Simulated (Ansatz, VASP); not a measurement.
**BN: VASP beside Ansatz**

The input INCAR:

```
SYSTEM = BN
ALGO = Normal
EDIFF = 1E-6
ENCUT = 600
GGA_COMPAT = .False.
ISIF = 2
ISMEAR = 0
LASPH = .True.
LCHARG = .True.
LELF = .True.
LREAL = .False.
LVHAR = .True.
LWAVE = .False.
NBANDS = 11
NELM = 120
PREC = Accurate
SIGMA = 0.02
```

KPOINTS

```
k-points
0
Gamma
  12 12 12
  0 0 0
```

Contents of POSCAR:

```
BN
1.0
    0.0000000000      1.7348694950      1.7348694950
    1.7348694950      0.0000000000      1.7348694950
    1.7348694950      1.7348694950      0.0000000000
B N
1 1
Direct
    0.0000000000      0.0000000000      0.0000000000
    0.2500000000      0.2500000000      0.2500000000
```

Input for Ansatz:

```yaml
crystal:
  lattice:
    - [0.0, 1.734869495, 1.734869495]
    - [1.734869495, 0.0, 1.734869495]
    - [1.734869495, 1.734869495, 0.0]
  atoms:
    - { symbol: B, position: [0.0, 0.0, 0.0] }
    - { symbol: "N", position: [0.25, 0.25, 0.25] }
basis:
  ecutwfc: 420
kpoints:
  mp_grid: { grid: [12, 12, 12] }
hamiltonian:
  xc: lda
scf:
  occupations: { method: gaussian, width: 0.02 }
output:
  forces: true
  stress: true
  eigenvalues: true
  write_density: true
  write_potential: true
  elf: true
  volumetric_format: npy
```

Alike in both runs: task single point; functional LDA; k mesh 12 × 12 × 12; occupations gaussian, width 0.02 eV; no spin polarisation.

|  | VASP | Ansatz |
| --- | --- | --- |
| version | VASP 6.6.1 | Ansatz 0.2.0 |
| potentials or method | VASP PAW LDA potentials, release 64 (B, N), cutoff 600 eV | scalar-relativistic, plane waves, PAW |
| valence electrons in the cell | 8 | 8 |

VASP gave:

* gap on the k mesh at the Fermi level (eV): 4.48
* least direct gap on the mesh (eV): 9.26

**Question.** Which values does Ansatz return?

**Answer.** gap on the k mesh at the Fermi level (eV): 4.50; least direct gap on the mesh (eV): 9.28.

LDA's correlation is that of Perdew and Zunger in VASP and of Perdew and Wang (1992) in Ansatz.
